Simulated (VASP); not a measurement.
# Rb (P6_3/mmc) in VASP: further runs

The runs below take Rb through single point, relaxation of cell and atoms, with PBE.

Program: VASP 6.6.1. These are calculated values, not measurements. Logs are shortened: lines on timing, memory, paths and dates and some standing lists are left out, and cuts for length are marked.

## Step 1: The cell of the first run

The structure is hexagonal, space group P6_3/mmc (No. 194). The conventional cell has a = 5.066 Å, b = 5.066 Å, c = 8.208 Å, α = 90.00°, β = 90.00°, γ = 120.00°.

This isn't the form of Rb at room conditions, which is bcc.

## Step 2: Single point, PBE

INCAR reads:

```
PREC = Accurate
ENCUT = 520
EDIFF = 1E-6
ISMEAR = -1
SIGMA = 0.05
LREAL = False
LASPH = True
NELM = 60
ALGO = Normal
ISIF = 2
LWAVE = False
LCHARG = True
GGA = PE
LELF = True
LVHAR = True
NBANDS = 16
```

KPOINTS reads:

```
Automatic mesh
0
Gamma
  10 10 5
```

POSCAR reads:

```
Rb
1.0
    5.0664732571      0.0000000000      0.0000000000
   -2.5332366285      4.3876945482      0.0000000000
    0.0000000000      0.0000000000      8.2076866765
Rb
2
Direct
    0.3333333333      0.6666666667      0.2500000000
    0.6666666667      0.3333333333      0.7500000000
```

Potentials or basis: VASP PAW PBE potentials, release 64 (Rb_sv).

Started as:

```
cat potpaw_PBE.64/Rb_sv/POTCAR > POTCAR
mpirun -np 1 vasp_std > vasp.out
```

OUTCAR:

```text
PREC = Accurate
   ENCUT = 520
   EDIFF = 1E-6
   ISMEAR = -1
   LREAL = False
   LASPH = True
   NELM = 60
   ISIF = 2
   GGA = PE

 ion  position               nearest neighbor table
   1  0.333  0.667  0.250-   2 5.04   2 5.04   2 5.04   2 5.04   2 5.04   2 5.04
   2  0.667  0.333  0.750-   1 5.04   1 5.04   1 5.04   1 5.04   1 5.04   1 5.04

  LATTYP: Found a hexagonal cell.
 ALAT       =     5.0664732571
 C/A-ratio  =     1.6200000000

  Lattice vectors:

 A1 = (   5.0664732571,   0.0000000000,   0.0000000000)
 A2 = (  -2.5332366285,   4.3876945482,   0.0000000000)
 A3 = (   0.0000000000,   0.0000000000,   8.2076866765)

Analysis of symmetry for initial positions (statically):
=====================================================================
 Subroutine PRICEL returns:
 Original cell was already a primitive cell.

 Routine SETGRP: Setting up the symmetry group for a
 hexagonal supercell.

 Subroutine GETGRP returns: Found 24 space group operations
 (whereof 12 operations were pure point group operations)
 out of a pool of 24 trial point group operations.

The static configuration has the point symmetry D_3d.
 The point group associated with its full space group is D_6h.

Analysis of symmetry for dynamics (positions and initial velocities):
=====================================================================
 Subroutine PRICEL returns:
 Original cell was already a primitive cell.

 Routine SETGRP: Setting up the symmetry group for a
 hexagonal supercell.

 Subroutine GETGRP returns: Found 24 space group operations
 (whereof 12 operations were pure point group operations)
 out of a pool of 24 trial point group operations.

The dynamic configuration has the point symmetry D_3d.
 The point group associated with its full space group is D_6h.

 Subroutine INISYM returns: Found 24 space group operations
 (whereof 12 operations are pure point group operations),
 and found     1 'primitive' translations

----------------------------------------------------------------------------------------

                                     Primitive cell

  volume of cell :     182.4580

  direct lattice vectors                    reciprocal lattice vectors
     5.066473257  0.000000000  0.000000000     0.197375955  0.113955061  0.000000000
    -2.533236629  4.387694548  0.000000000     0.000000000  0.227910122  0.000000000
[... 78 lines left out ...]
   ICHARG =      2    charge: 1-file 2-atom 10-const
   ISPIN  =      1    spin polarized calculation?
   LNONCOLLINEAR =      F non collinear calculations
   LSORBIT =      F    spin-orbit coupling
   LASPH  =      T    aspherical Exc in radial PAW
   ENCUT  =  520.0 eV  38.22 Ry    6.18 a.u.   9.42  9.42 15.26*2*pi/ulx,y,z
   NELM   =     60;   NELMIN=  2; NELMDL= -5     # of ELM steps
   EDIFF  = 0.1E-05   stopping-criterion for ELM
   LREAL  =      F    real-space projection
   EDIFFG = 0.1E-04   stopping-criterion for IOM
   NSW    =      0    number of steps for IOM
   IBRION =     -1    ionic relax: 0-MD 1-quasi-New 2-CG
   NFREE  =      0    steps in history (QN), initial steepest desc. (CG)
   ISIF   =      2    stress and relaxation
   ISYM   =      2    0-nonsym 1-usesym 2-fastsym
   POTIM  = 0.5000    time-step for ionic-motion
   TEBEG  =    0.0;   TEEND  =   0.0 temperature during run
   PSTRESS=    0.0 pullay stress
   NELECT =      18.0000    total number of electrons
   NUPDOWN=      -1.0000    fix difference up-down
   EMIN   =  10.00;   EMAX   =-10.00  energy-range for DOS
   EFERMI =   0.00;   METHOD = LEGACY
   ISMEAR =    -1;   SIGMA  =   0.05  broadening in eV -4-tet -1-fermi 0-gaus
   EFERMI_NEDOS =   21; number of points for ismear=-14 and -15
   IALGO  =     38    algorithm
   IMIX   =      4    mixing-type and parameters
     AMIX     =   0.40;   BMIX     =  1.00
     AMIX_MAG =   1.60;   BMIX_MAG =  1.00
  volume/ion in A,a.u.               =      91.23       615.64
  Fermi-wavevector in a.u.,A,eV,Ry     =   0.756446  1.429476  7.785401  0.572211
  Thomas-Fermi vector in A             =   1.854569
   LORBIT       =      0    0 simple, 1 ext, 2 COOP (PROOUT), +10 PAW based schemes
   GGA     = PE    functional components
   LHFCALC =     F    Hartree Fock is set to
   AEXX    =    0.0000 exact exchange contribution
   IVDW    =     0    specifies the selected vdW correction
   LEPSILON=     F    determine dielectric tensor
   LRPA    =     F    only Hartree local field effects (RPA)
 non-spin polarized calculation
  energy-cutoff  :      520.00
  volume of cell :      182.46
 maximum number of plane-waves:      4950
 NGX is ok and might be reduce to    40
   NGX = 19   NGY = 19   NGZ = 31

 number of electron      18.0000000 magnetization

 Free energy of the ion-electron system (eV)
  ---------------------------------------------------
  ext. energy  EPLUGINS =         0.00000000
  ---------------------------------------------------
  free energy    TOTEN  =        -1.88142455 eV

  energy without entropy =       -1.86568551  energy(sigma->0) =       -1.87355503

 E-fermi :  -0.0003     XC(G=0):  -5.4590

 val. band max:       -0.0257100838   @ k =   0.2000   0.2000   0.4000
 cond. band min:       0.0345254375   @ k =   0.5000  -0.0000   0.0000
 fundamental gap:      0.0602355213
 Fermi energy:        -0.0003076318

 k-point     1 :       0.0000    0.0000    0.0000
  band No.  band energies     occupation
      1     -28.8907      2.00000
      2     -28.8868      2.00000
      3     -13.0291      2.00000
      4     -12.9483      2.00000
      5     -12.9483      2.00000
      6     -12.9348      2.00000
[... 433 lines left out ...]
      3     -13.0191      2.00000
      4     -13.0062      2.00000
      5     -12.9800      2.00000
      6     -12.9688      2.00000
[... 8 lines left out ...]
     15       3.1519      0.00000
     16       3.9264      0.00000

 [... further k-points ...]
[... 5 lines left out ...]
  --------------------------------------------------------------------------------------
  -------------------------------------------------------------------------------------
  Total        0.0049287      0.0049287      0.0150758      0.0000000      0.0000000      0.0000000
  in kB        0.0432789      0.0432789      0.1323821      0.0000000      0.0000000      0.0000000
  external PRESSURE =       0.0729800 kB  Pullay stress =       0.0000000 kB

 VOLUME and BASIS-vectors are now :
 -----------------------------------------------------------------------------
  energy-cutoff  :      520.00
  volume of cell :      182.46
      direct lattice vectors                 reciprocal lattice vectors
     5.066473257  0.000000000  0.000000000     0.197375955  0.113955061  0.000000000
    -2.533236629  4.387694548  0.000000000     0.000000000  0.227910122  0.000000000
     0.000000000  0.000000000  8.207686676     0.000000000  0.000000000  0.121837010

 POSITION                                       TOTAL-FORCE (eV/Angst)
 -----------------------------------------------------------------------------------
     -0.00000      2.92513      2.05192         0.000000      0.000000      0.000000
      2.53324      1.46256      6.15577        -0.000000     -0.000000      0.000000
 -----------------------------------------------------------------------------------
    total drift:                               -0.000000      0.000000     -0.000000

  FREE ENERGIE OF THE ION-ELECTRON SYSTEM (eV)
  ---------------------------------------------------
  free  energy   TOTEN  =        -1.8814245508 eV

  energy  without entropy=       -1.8656855133  energy(sigma->0) =       -1.87355503
```

OSZICAR:

```text
N       E                     dE             d eps       ncg     rms          rms(c)
DAV:   1     0.118400959293E+03    0.11840E+03   -0.68619E+03  1344   0.850E+02
DAV:   2     0.968175522164E+01   -0.10872E+03   -0.10448E+03  1840   0.180E+02
DAV:   3    -0.112785945466E+01   -0.10810E+02   -0.10749E+02  1880   0.572E+01
DAV:   4    -0.187323094393E+01   -0.74537E+00   -0.74511E+00  2264   0.105E+01
DAV:   5    -0.187835652035E+01   -0.51256E-02   -0.51253E-02  1936   0.108E+00    0.172E+00
DAV:   6    -0.187946335994E+01   -0.11068E-02   -0.45285E-03  1944   0.345E-01    0.104E+00
DAV:   7    -0.188117966188E+01   -0.17163E-02   -0.52275E-03  1648   0.392E-01    0.647E-02
DAV:   8    -0.188138744984E+01   -0.20779E-03   -0.26891E-04  2024   0.943E-02    0.252E-02
DAV:   9    -0.188142342229E+01   -0.35972E-04   -0.37693E-05  1928   0.405E-02    0.753E-03
DAV:  10    -0.188142450151E+01   -0.10792E-05   -0.84395E-06  1848   0.153E-02    0.158E-03
DAV:  11    -0.188142455080E+01   -0.49291E-07   -0.29135E-07  1200   0.301E-03
   1 F= -.18814246E+01 E0= -.18735550E+01  d E =-.157390E-01
```

stdout:

```text
POSCAR found type information on POSCAR Rb
 POSCAR found :  1 types and       2 ions
 scaLAPACK will be used
 LDA part: xc-table for (Slater+PW92), standard interpolation
 POSCAR, INCAR and KPOINTS ok, starting setup
 FFT: planning ... GRIDC
 FFT: planning ... GRID_SOFT
 FFT: planning ... GRID
 WAVECAR not read
 entering main loop
```

Wall time 53 s (1 thread of Intel Xeon 6975P-C (Granite Rapids), shared host); peak memory 0.34 GiB.

Results:

- Free energy: -1.8814 eV
- Pressure: 0.0 GPa
- Band gap on the k mesh: zero (bands 9 and 10 overlap by 1.64 eV)

## Step 3: Relaxation of cell and atoms, PBE

INCAR reads:

```
SYSTEM = Rb
PREC = Accurate ; ENCUT = 600
EDIFF = 1E-7 ; ISMEAR = -1
SIGMA = 0.05 ; LREAL = .False.
LASPH = .True. ; NELM = 60
ALGO = Normal ; ISIF = 3
LWAVE = .False. ; LCHARG = .False.
GGA = PE ; IBRION = 2
NSW = 45 ; EDIFFG = -0.005
```

KPOINTS reads:

```
Automatic mesh
0
Gamma
  10 10 5
  0 0 0
```

POSCAR is that of step 2.

Potentials or basis: VASP PAW PBE potentials, release 64 (Rb_sv).

Started as:

```
cat potpaw_PBE.64/Rb_sv/POTCAR > POTCAR
mpirun -np 1 vasp_std > vasp.out
```

Run time: 1.8 min. Hardware: 1 thread of Intel Xeon 6975P-C (Granite Rapids), shared host; peak memory 0.38 GiB.

The run converged. Its results:

```
Free energy                           : -1.8814 eV
Relaxed volume                        : 91.44 Å³/atom
Relaxed cell                          : a = 5.069 Å, b = 5.069 Å, c = 8.218 Å, α = 90.00°, β = 90.00°, γ = 120.00°
Space group after relaxing (to 0.1 Å) : P6_3/mmc (No. 194)
Energy gained by relaxing             : 0.0 meV/atom
Ionic steps                           : 3
Pressure after relaxing               : 0.0 GPa
Band gap on the k mesh                : zero (bands 9 and 10 overlap by 1.64 eV)
```

Final structure:
```cif
data_structure
_symmetry_space_group_name_H-M 'P 1'
_symmetry_Int_Tables_number 1
_cell_length_a 5.0691
_cell_length_b 5.0691
_cell_length_c 8.2184
_cell_angle_alpha 90.000
_cell_angle_beta 90.000
_cell_angle_gamma 120.000
_cell_volume 182.89
loop_
_atom_site_label
_atom_site_type_symbol
_atom_site_fract_x
_atom_site_fract_y
_atom_site_fract_z
_atom_site_occupancy
Rb1 Rb 0.33333 0.66667 0.25000 1
Rb2 Rb 0.66667 0.33333 0.75000 1
```

Levels at points of the mesh, in eV from the Fermi level:
```
           k point  band 7  band 8  band 9  band 10  band 11  band 12
(0.00, 0.00, 0.00)  -12.94  -12.93   -1.96     0.16     0.68     3.46
(0.50, 0.00, 0.00)  -12.96  -12.95    0.04     0.31     1.32     1.56
```

The gap in the log of VASP goes by the Fermi energy; the results here count the filled bands.